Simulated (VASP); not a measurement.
Al, 1 atom in the cell. It takes space group Pm-3m (No. 221, cubic). Conventional cell: a = 2.394 Å, b = 2.394 Å, c = 2.394 Å, α = 90.00°, β = 90.00°, γ = 90.00°. Al (site symmetry m-3m) has 6 Al at 2.39 Å within 3.2 Å.  This cell differs from its parent crystal: volume scaled by 0.68.

| Property | Result |
| --- | --- |
| Program | VASP 6.6.1 |
| Task | single point |
| Functional | PBE |
| Potentials or basis | VASP PAW PBE potentials, release 64 (Al) |
| Cutoff | 520 eV |
| k mesh | 16 × 16 × 16 |
| Occupations | fermi-dirac, width 0.08 eV |
| Spin | no spin polarisation |
| Dipole correction | no |
| Further INCAR settings | ALGO = Normal; EDIFF = 1e-06; NBANDS = 8 |

Potentials or basis: VASP PAW PBE potentials, release 64 (Al).

Run with:

```console
$ cat potpaw_PBE.64/Al/POTCAR > POTCAR
$ mpirun -np 1 vasp_std > vasp.out
```

Hardware: 1 thread of Intel(R) Xeon(R) 6975P-C (Granite Rapids) (shared host).

Estimate the wall time of this run.

Wall time 4.2 s on 1 thread of Intel(R) Xeon(R) 6975P-C (Granite Rapids), with other jobs on the host, peak memory 0.12 GiB. Counts: scf iterations 10, k points 165.
